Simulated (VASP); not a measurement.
## Pt: single point with PBEsol

The system is Pt.

```
Pt
1.0
     0.00000    1.95897    1.95897
     1.95897    0.00000    1.95897
     1.95897    1.95897    0.00000
Pt
1
Direct
  0.00000 0.00000 0.00000
```

```
Program             : VASP 6.6.1
Task                : single point
Functional          : PBEsol
Potentials or basis : VASP PAW PBE potentials, release 64 (Pt)
Cutoff              : 500 eV
k mesh              : 18 × 18 × 18
Occupations         : gaussian, width 0.1 eV
Spin                : no spin polarisation
```

- Pressure: -0.4 GPa
- Band gap on the k mesh: zero (bands 5 and 6 overlap by 2.24 eV)

Levels at points of the mesh, in eV from the Fermi level:
| k point | band 2 | band 3 | band 4 | band 5 | band 6 | band 7 | band 8 | band 9 |
| --- | --- | --- | --- | --- | --- | --- | --- | --- |
| (0.00, 0.00, 0.00) | -3.83 | -3.83 | -3.83 | -1.64 | -1.64 | 14.61 | 19.59 | 19.59 |
| (0.50, 0.00, 0.00) | -3.89 | -3.89 | -0.56 | 0.04 | 0.04 | 5.82 | 14.17 | 18.96 |
| (0.50, 0.50, 0.00) | -6.68 | 0.02 | 0.49 | 0.49 | 1.70 | 8.86 | 11.34 | 11.34 |

Run time: 32 s on 1 thread of Intel Xeon 8259CL, with other jobs on the host, peak memory 0.15 GiB.

Caveat: the PAW data sets were made with another functional, which shifts forces and pressure a little; spin-orbit coupling is left out, which moves the levels of the heavy elements.
